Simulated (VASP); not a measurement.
Cd: single point with LDA

Cd:

```
Cd
1.0
     2.97887    0.00000    0.00000
    -1.48944    2.57978    0.00000
     0.00000    0.00000    5.61765
Cd
2
Direct
  0.66667 0.33333 0.75000
  0.33333 0.66667 0.25000
```

- Program: VASP 6.6.1
- Task: single point
- Functional: LDA
- Potentials or basis: VASP PAW LDA potentials, release 64 (Cd)
- Cutoff: 520 eV
- k mesh: 10 × 10 × 5
- Occupations: fermi-dirac, width 0.05 eV
- Spin: no spin polarisation
- Dipole correction: no
- Further INCAR settings: ALGO = Fast; EDIFF = 1e-07; NBANDS = 19

- Pressure: -3.9 GPa
- Band gap on the k mesh: zero (band 12 reaches 3.73 eV, above the bottom of band 13 at -0.31 eV)

Stress tensor (GPa, compression positive):
```
-4.07  0.00  0.00
 0.00 -4.07  0.00
 0.00  0.00 -3.71
```

Levels at points of the mesh, in eV from the Fermi level:
```tsv
k point	band 10	band 11	band 12	band 13	band 14	band 15
(0.00, 0.00, 0.00)	-8.28	-8.28	-2.94	-2.90	10.64	14.69
(0.50, 0.00, 0.00)	-7.99	-2.21	-1.74	2.06	3.14	3.22
```

It took 16 s on 1 thread of AMD EPYC 9R45 96-Core Processor (Zen 5), on a shared host, peak memory 0.12 GiB.
